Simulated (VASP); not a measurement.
# LiNbO3 (R-3c) in VASP: notebook, part 2 of 2

VASP 6.6.1. Earlier steps stand in the parts before.

### Step 4. Single point, LDA

Contents of INCAR:

```
SYSTEM = LiNbO3
PREC     = Accurate       ! precision mode
ENCUT    = 750            ! plane-wave cutoff, eV
EDIFF    = 1E-6           ! SCF threshold, eV
ISMEAR   = 0              ! smearing method
SIGMA    = 0.1            ! smearing width, eV
LREAL    = .False.        ! projectors in reciprocal space
LASPH    = .True.         ! aspherical terms in the spheres
NELM     = 120            ! most SCF steps
ALGO     = Normal         ! electronic algorithm
ISIF     = 2              ! what is computed and relaxed
LWAVE    = .False.        ! write WAVECAR
LCHARG   = .False.        ! write CHGCAR
GGA      = CA             ! functional
NBANDS   = 45             ! bands
GGA_COMPAT= .False.
```

Contents of KPOINTS:

```
regular mesh
0
Gamma
  6 6 6
  0 0 0
```

Contents of POSCAR:

```
LiNbO3
1.0
    2.5689000000      1.4831551065      4.4995666667
   -2.5689000000      1.4831551065      4.4995666667
    0.0000000000     -2.9663102130      4.4995666667
Li Nb O
2 2 6
Direct
    0.2500000000      0.2500000000      0.2500000000
    0.7500000000      0.7500000000      0.7500000000
    0.0000000000      0.0000000000      0.0000000000
    0.5000000000      0.5000000000      0.5000000000
    0.1243500000      0.3756500000      0.7500000000
    0.7500000000      0.1243500000      0.3756500000
    0.3756500000      0.7500000000      0.1243500000
    0.2500000000      0.8756500000      0.6243500000
    0.8756500000      0.6243500000      0.2500000000
    0.6243500000      0.2500000000      0.8756500000
```

Potentials or basis: VASP PAW LDA potentials, release 64 (Li_sv, Nb_sv, O).

On the command line:

```sh
$ cat potpaw_LDA.64/Li_sv/POTCAR potpaw_LDA.64/Nb_sv/POTCAR potpaw_LDA.64/O/POTCAR > POTCAR
$ mpirun -np 1 vasp_std > vasp.out
```

OUTCAR:

```text
SYSTEM = LiNbO3
   PREC = Accurate
   ENCUT = 750
   EDIFF = 1E-6
   ISMEAR = 0
   LREAL = .False.
   LASPH = .True.
   NELM = 120
   ISIF = 2
   GGA = CA

 ion  position               nearest neighbor table
   1  0.250  0.250  0.250-   8 1.92  10 1.92   9 1.92
   2  0.750  0.750  0.750-   6 1.92   7 1.92   5 1.92
   3  0.000  0.000  0.000-   5 1.97   9 1.97   8 1.97   6 1.97   7 1.97  10 1.97
   4  0.500  0.500  0.500-   5 1.97   9 1.97   7 1.97  10 1.97   6 1.97   8 1.97
   5  0.124  0.376  0.750-   2 1.92   3 1.97   4 1.97
[... 1376 lines left out ...]
  in kB      -12.5246842    -12.5246842      0.2786664      0.0000000      0.0000000     -0.0000000
  external PRESSURE =      -8.2569007 kB  Pullay stress =       0.0000000 kB

 VOLUME and BASIS-vectors are now :
 -----------------------------------------------------------------------------
  energy-cutoff  :      750.00
  volume of cell :      102.86
      direct lattice vectors                 reciprocal lattice vectors
     2.568900000  1.483155106  4.499566667     0.194635836  0.112373053  0.074081208
    -2.568900000  1.483155106  4.499566667    -0.194635836  0.112373053  0.074081208
     0.000000000 -2.966310213  4.499566667     0.000000000 -0.224746105  0.074081208

 POSITION                                       TOTAL-FORCE (eV/Angst)
 -----------------------------------------------------------------------------------
      0.00000      0.00000      3.37468        -0.000000     -0.000000      0.000000
      0.00000      0.00000     10.12403         0.000000     -0.000000      0.000000
      0.00000      0.00000      0.00000         0.000000     -0.000000      0.000000
      0.00000      0.00000      6.74935         0.000000     -0.000000      0.000000
     -0.64556     -1.48316      5.62446         0.064476     -0.000000     -0.000000
      1.60723      0.18250      5.62446        -0.032238      0.055838      0.000000
     -0.96167      1.30065      5.62446        -0.032238     -0.055838      0.000000
     -1.60723     -0.18250      7.87424         0.032238     -0.055838      0.000000
      0.64556      1.48316      7.87424        -0.064476     -0.000000     -0.000000
      0.96167     -1.30065      7.87424         0.032238      0.055838      0.000000
 -----------------------------------------------------------------------------------
    total drift:                               -0.000000     -0.000000      0.000000

  FREE ENERGIE OF THE ION-ELECTRON SYSTEM (eV)
  ---------------------------------------------------
  free  energy   TOTEN  =       -87.3950479519 eV

  energy  without entropy=      -87.3950479518  energy(sigma->0) =      -87.39504795
```

OSZICAR:

```text
N       E                     dE             d eps       ncg     rms          rms(c)
DAV:   1     0.987823199936E+03    0.98782E+03   -0.43473E+04  2880   0.210E+03
DAV:   2    -0.230540846447E+01   -0.99013E+03   -0.95090E+03  3445   0.661E+02
DAV:   3    -0.990903211608E+02   -0.96785E+02   -0.95622E+02  4872   0.195E+02
DAV:   4    -0.105045419181E+03   -0.59551E+01   -0.59284E+01  5288   0.388E+01
DAV:   5    -0.105507290007E+03   -0.46187E+00   -0.46147E+00  4392   0.884E+00    0.269E+01
DAV:   6    -0.876072130448E+02    0.17900E+02   -0.79547E+01  4384   0.543E+01    0.905E+00
DAV:   7    -0.874947405491E+02    0.11247E+00   -0.78329E+00  5032   0.159E+01    0.551E+00
DAV:   8    -0.873926234986E+02    0.10212E+00   -0.66867E-01  4640   0.551E+00    0.155E+00
DAV:   9    -0.873944380302E+02   -0.18145E-02   -0.71813E-02  4840   0.190E+00    0.918E-01
DAV:  10    -0.873951211737E+02   -0.68314E-03   -0.16591E-02  4312   0.929E-01    0.880E-02
DAV:  11    -0.873950380200E+02    0.83154E-04   -0.14001E-03  4331   0.210E-01    0.429E-02
DAV:  12    -0.873950453708E+02   -0.73508E-05   -0.17274E-04  4832   0.104E-01    0.234E-02
DAV:  13    -0.873950516117E+02   -0.62409E-05   -0.16251E-05  4379   0.307E-02    0.119E-02
DAV:  14    -0.873950479216E+02    0.36901E-05   -0.10783E-05  4040   0.350E-02    0.252E-03
DAV:  15    -0.873950479519E+02   -0.30241E-07   -0.85752E-07  1984   0.643E-03
   1 F= -.87395048E+02 E0= -.87395048E+02  d E =-.341850E-10
```

Run time: 9 min. Hardware: 1 thread of Oxide Virtual Turin-like, shared host; peak memory 0.35 GiB.

What came out:

```
Free energy            : -87.3950 eV
Pressure               : -0.8 GPa
Largest force          : 0.064 eV/Å
Band gap on the k mesh : 2.60 eV (least direct gap 2.66 eV)
```

Forces on the atoms (eV/Å):
```
Li   0.000  0.000  0.000
Li   0.000  0.000  0.000
Nb   0.000  0.000  0.000
Nb   0.000  0.000  0.000
O    0.064  0.000  0.000
O   -0.032  0.056  0.000
O   -0.032 -0.056  0.000
O    0.032 -0.056  0.000
O   -0.064  0.000  0.000
O    0.032  0.056  0.000
```

Stress tensor (GPa, compression positive):
```
-1.25  0.00  0.00
 0.00 -1.25  0.00
 0.00  0.00  0.03
```

Levels at points of the mesh, in eV from the valence-band top:
| k point | band 32 | band 33 | band 34 | band 35 | band 36 | band 37 |
| --- | --- | --- | --- | --- | --- | --- |
| (0.00, 0.00, 0.00) | -0.20 | -0.20 | 0.00 | 2.66 | 2.66 | 2.80 |
| (0.50, 0.00, 0.00) | -0.29 | -0.22 | -0.22 | 4.26 | 4.26 | 4.32 |
| (0.50, 0.50, 0.00) | -0.45 | -0.34 | -0.27 | 2.60 | 3.67 | 4.05 |
| (0.50, 0.50, 0.50) | -0.33 | -0.33 | -0.33 | 4.26 | 4.26 | 4.62 |

A k mesh can miss the band edges.

### Step 5. Single point, LDA

Contents of INCAR:

```
SYSTEM = LiNbO3
PREC = Accurate ; ENCUT = 750
EDIFF = 1E-6 ; ISMEAR = 0
SIGMA = 0.02 ; LREAL = .FALSE.
LASPH = .TRUE. ; NELM = 120
ALGO = Normal ; ISIF = 2
LWAVE = .FALSE. ; LCHARG = .FALSE.
GGA = CA ; NBANDS = 45
GGA_COMPAT = .FALSE.
```

Contents of KPOINTS:

```
regular mesh
0
G
  6 6 6
  0 0 0
```

POSCAR is that of step 4.

Potentials or basis: VASP PAW LDA potentials, release 64 (Li_sv, Nb_sv, O).

On the command line:

```sh
$ cat potpaw_LDA.64/Li_sv/POTCAR potpaw_LDA.64/Nb_sv/POTCAR potpaw_LDA.64/O/POTCAR > POTCAR
$ mpirun -np 1 vasp_std > vasp.out
```

OUTCAR:

```text
SYSTEM = LiNbO3
   PREC = Accurate
   ENCUT = 750
   EDIFF = 1E-6
   ISMEAR = 0
   LREAL = .FALSE.
   LASPH = .TRUE.
   NELM = 120
   ISIF = 2
   GGA = CA

 ion  position               nearest neighbor table
   1  0.250  0.250  0.250-   8 1.92  10 1.92   9 1.92
   2  0.750  0.750  0.750-   6 1.92   7 1.92   5 1.92
   3  0.000  0.000  0.000-   5 1.97   9 1.97   8 1.97   6 1.97   7 1.97  10 1.97
   4  0.500  0.500  0.500-   5 1.97   9 1.97   7 1.97  10 1.97   6 1.97   8 1.97
   5  0.124  0.376  0.750-   2 1.92   3 1.97   4 1.97
   6  0.750  0.124  0.376-   2 1.92   3 1.97   4 1.97
   7  0.376  0.750  0.124-   2 1.92   4 1.97   3 1.97
   8  0.250  0.876  0.624-   1 1.92   3 1.97   4 1.97
   9  0.876  0.624  0.250-   1 1.92   3 1.97   4 1.97
  10  0.624  0.250  0.876-   1 1.92   4 1.97   3 1.97

  LATTYP: Found a trigonal (rhomboedric) cell.
 ALAT       =     5.3893502825
 COS(alpha) =     0.5455861393

  Lattice vectors:

 A1 = (   2.5689000000,   1.4831551065,   4.4995666667)
[... 203 lines left out ...]
  band No.  band energies     occupation
      1     -50.2073      2.00000
      2     -50.1882      2.00000
      3     -37.7611      2.00000
      4     -37.7580      2.00000
      5     -26.6832      2.00000
      6     -26.6832      2.00000
[... 1141 lines left out ...]
     44      13.6881      0.00000
     45      13.9937      0.00000

 [... further k-points ...]

------------------------ aborting loop because EDIFF is reached ----------------------------------------

  FORCE on cell =-STRESS in cart. coord.  units (eV):
  Direction    XX          YY          ZZ          XY          YZ          ZX
  --------------------------------------------------------------------------------------
  -------------------------------------------------------------------------------------
  Total       -0.8041036     -0.8041036      0.0178907     -0.0000000      0.0000000      0.0000000
  in kB      -12.5246862    -12.5246862      0.2786647     -0.0000000      0.0000000      0.0000000
  external PRESSURE =      -8.2569026 kB  Pullay stress =       0.0000000 kB

 VOLUME and BASIS-vectors are now :
 -----------------------------------------------------------------------------
  energy-cutoff  :      750.00
  volume of cell :      102.86
      direct lattice vectors                 reciprocal lattice vectors
     2.568900000  1.483155106  4.499566667     0.194635836  0.112373053  0.074081208
    -2.568900000  1.483155106  4.499566667    -0.194635836  0.112373053  0.074081208
     0.000000000 -2.966310213  4.499566667     0.000000000 -0.224746105  0.074081208

 POSITION                                       TOTAL-FORCE (eV/Angst)
 -----------------------------------------------------------------------------------
      0.00000      0.00000      3.37468        -0.000000     -0.000000     -0.000000
      0.00000      0.00000     10.12403        -0.000000     -0.000000     -0.000000
      0.00000      0.00000      0.00000        -0.000000     -0.000000     -0.000000
      0.00000      0.00000      6.74935        -0.000000     -0.000000     -0.000000
     -0.64556     -1.48316      5.62446         0.064476     -0.000000      0.000000
      1.60723      0.18250      5.62446        -0.032238      0.055838     -0.000000
     -0.96167      1.30065      5.62446        -0.032238     -0.055838     -0.000000
     -1.60723     -0.18250      7.87424         0.032238     -0.055838     -0.000000
      0.64556      1.48316      7.87424        -0.064476     -0.000000     -0.000000
      0.96167     -1.30065      7.87424         0.032238      0.055838     -0.000000
 -----------------------------------------------------------------------------------
    total drift:                               -0.000000     -0.000000      0.000000

  FREE ENERGIE OF THE ION-ELECTRON SYSTEM (eV)
  ---------------------------------------------------
  free  energy   TOTEN  =       -87.3950479516 eV

  energy  without entropy=      -87.3950479516  energy(sigma->0) =      -87.39504795
```

OSZICAR:

```text
N       E                     dE             d eps       ncg     rms          rms(c)
DAV:   1     0.987824993014E+03    0.98782E+03   -0.43473E+04  2880   0.210E+03
DAV:   2    -0.230481399168E+01   -0.99013E+03   -0.95088E+03  3445   0.661E+02
DAV:   3    -0.990903211608E+02   -0.96786E+02   -0.95622E+02  4872   0.195E+02
DAV:   4    -0.105045419181E+03   -0.59551E+01   -0.59284E+01  5288   0.388E+01
DAV:   5    -0.105507290007E+03   -0.46187E+00   -0.46147E+00  4392   0.884E+00    0.269E+01
DAV:   6    -0.876072130447E+02    0.17900E+02   -0.79547E+01  4384   0.543E+01    0.905E+00
DAV:   7    -0.874947405492E+02    0.11247E+00   -0.78329E+00  5032   0.159E+01    0.551E+00
DAV:   8    -0.873926234986E+02    0.10212E+00   -0.66867E-01  4640   0.551E+00    0.155E+00
DAV:   9    -0.873944380303E+02   -0.18145E-02   -0.71813E-02  4840   0.190E+00    0.918E-01
DAV:  10    -0.873951211735E+02   -0.68314E-03   -0.16591E-02  4312   0.929E-01    0.880E-02
DAV:  11    -0.873950380199E+02    0.83154E-04   -0.14001E-03  4331   0.210E-01    0.429E-02
DAV:  12    -0.873950453705E+02   -0.73506E-05   -0.17274E-04  4832   0.104E-01    0.234E-02
DAV:  13    -0.873950516114E+02   -0.62410E-05   -0.16251E-05  4379   0.307E-02    0.119E-02
DAV:  14    -0.873950479213E+02    0.36901E-05   -0.10783E-05  4040   0.350E-02    0.252E-03
DAV:  15    -0.873950479516E+02   -0.30249E-07   -0.85751E-07  1984   0.643E-03
   1 F= -.87395048E+02 E0= -.87395048E+02  d E =-.474211E-52
```

It took 9.2 min on 1 thread of Oxide Virtual Turin-like, shared host; peak memory 0.35 GiB.

What came out:

- Free energy: -87.3950 eV
- Pressure: -0.8 GPa
- Largest force: 0.064 eV/Å
- Band gap on the k mesh: 2.60 eV (least direct gap 2.66 eV)

Forces on the atoms (eV/Å):
```
Li   0.000  0.000  0.000
Li   0.000  0.000  0.000
Nb   0.000  0.000  0.000
Nb   0.000  0.000  0.000
O    0.064  0.000  0.000
O   -0.032  0.056  0.000
O   -0.032 -0.056  0.000
O    0.032 -0.056  0.000
O   -0.064  0.000  0.000
O    0.032  0.056  0.000
```

Levels at points of the mesh, in eV from the valence-band top:
| k point | band 30 | band 31 | band 32 | band 33 | band 34 | band 35 | band 36 | band 37 | band 38 | band 39 |
| --- | --- | --- | --- | --- | --- | --- | --- | --- | --- | --- |
| (0.00, 0.00, 0.00) | -0.33 | -0.33 | -0.20 | -0.20 | 0.00 | 2.66 | 2.66 | 2.80 | 4.84 | 4.84 |
| (0.50, 0.00, 0.00) | -0.53 | -0.29 | -0.29 | -0.22 | -0.22 | 4.26 | 4.26 | 4.32 | 4.32 | 4.52 |
| (0.50, 0.50, 0.00) | -1.07 | -0.90 | -0.45 | -0.34 | -0.27 | 2.60 | 3.67 | 4.05 | 4.51 | 5.23 |
| (0.50, 0.50, 0.50) | -0.61 | -0.33 | -0.33 | -0.33 | -0.33 | 4.26 | 4.26 | 4.62 | 4.62 | 4.62 |

### Step 6. Overview

| task | cell | cutoff (eV) | smearing | gap on the mesh (eV) | pressure (GPa) | largest force (eV/Å) |
| --- | --- | --- | --- | --- | --- | --- |
| single point | a = 5.400 Å, angles 56.7°, 10 atoms, atomic positions A | 520 | gaussian 0.02 eV | 2.60 | - | - |
| relaxation of cell and atoms | relaxed from a = 5.389 Å, angles 56.9°, 10 atoms, atomic positions B | 600 | gaussian 0.02 eV | 2.60 | 0.0 | - |
| single point | a = 5.389 Å, angles 56.9°, 10 atoms, atomic positions B | 750 | gaussian 0.1 eV | 2.60 | -0.8 | 0.06 |
| single point | a = 5.389 Å, angles 56.9°, 10 atoms, atomic positions B | 750 | gaussian 0.02 eV | 2.60 | -0.8 | 0.06 |

Alike in all rows: level LDA; potentials or basis VASP PAW LDA potentials, release 64 (Li_sv, Nb_sv, O); no spin polarisation; k mesh 6 × 6 × 6.

Caveats: the cutoff is under 1.25 times the usual one of these potentials, so pressure, stress and relaxed cells hold a basis-set (Pulay) error (at least some runs).

Total energies depend on the potentials used, so only differences within one code and one set of settings carry meaning.
